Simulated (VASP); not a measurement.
MgO:

```
CELL_PARAMETERS angstrom
0.00000 2.10889 2.10889
2.10889 0.00000 2.10889
2.10889 2.10889 0.00000
ATOMIC_POSITIONS crystal
Mg 0.00000 0.00000 0.00000
O 0.50000 0.50000 0.50000
```

This cell differs from its parent crystal: strain +0.3%.

Base run:

- Program: VASP 6.6.1
- Functional: HSE06
- Potentials or basis: VASP PAW PBE potentials, release 64 (Mg, O)
- Cutoff: 520 eV
- k mesh: 8 × 8 × 8
- Occupations: gaussian, width 0.01 eV
- Spin: no spin polarisation

Its results: band gap on the k mesh 6.39 eV, direct; pressure -2.2 GPa.

The run is repeated on the same cell with these changes: functional from HSE06 to r2SCAN; k mesh from 8 × 8 × 8 to 10 × 10 × 10. What comes out?

Band gap on the k mesh 5.56 eV, direct; pressure -2.7 GPa.

Several settings changed at once, so the effect can't be laid on one alone.

Caveats: the PAW data sets were made with another functional, which shifts forces and pressure a little.

